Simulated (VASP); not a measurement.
# GaAs: single point with r2SCAN

GaAs:

```xyz
2
Lattice="0.0000 2.8614 2.8614 2.8614 0.0000 2.8614 2.8614 2.8614 0.0000" Properties=species:S:1:pos:R:3 pbc="T T T"
Ga    0.0000    0.0000    0.0000
As    1.4307    1.4307    1.4307
```

This cell differs from its parent crystal: strain +1.0%.

```yaml
Program: VASP 6.6.1
Task: single point
Functional: r2SCAN
Potentials_or_basis: VASP PAW PBE potentials, release 64 (Ga_d, As)
Cutoff: 520 eV
k_mesh: 8 × 8 × 8
Occupations: gaussian, width 0.01 eV
Spin: no spin polarisation
```

* Pressure: -1.9 GPa
* Band gap on the k mesh: 0.71 eV

Levels at points of the mesh, in eV from the valence-band top:
| k point | band 6 | band 7 | band 8 | band 9 | band 10 | band 11 | band 12 | band 13 |
| --- | --- | --- | --- | --- | --- | --- | --- | --- |
| (0.00, 0.00, 0.00) | -12.95 | 0.00 | 0.00 | 0.00 | 0.71 | 4.03 | 4.03 | 4.03 |
| (0.50, 0.00, 0.00) | -11.21 | -6.61 | -1.13 | -1.13 | 1.25 | 4.97 | 4.97 | 8.24 |
| (0.50, 0.50, 0.00) | -10.48 | -6.82 | -2.65 | -2.65 | 1.82 | 1.96 | 10.56 | 10.56 |

It took 42 s on 1 thread of Intel(R) Xeon(R) 6975P-C (Granite Rapids), with other jobs on the host, peak memory 0.18 GiB.

Caveat: the cell differs from its parent crystal (strain +1.0%); semilocal functionals underestimate gaps, and a narrow one can read as zero; the PAW data sets were made with another functional, which shifts forces and pressure a little.
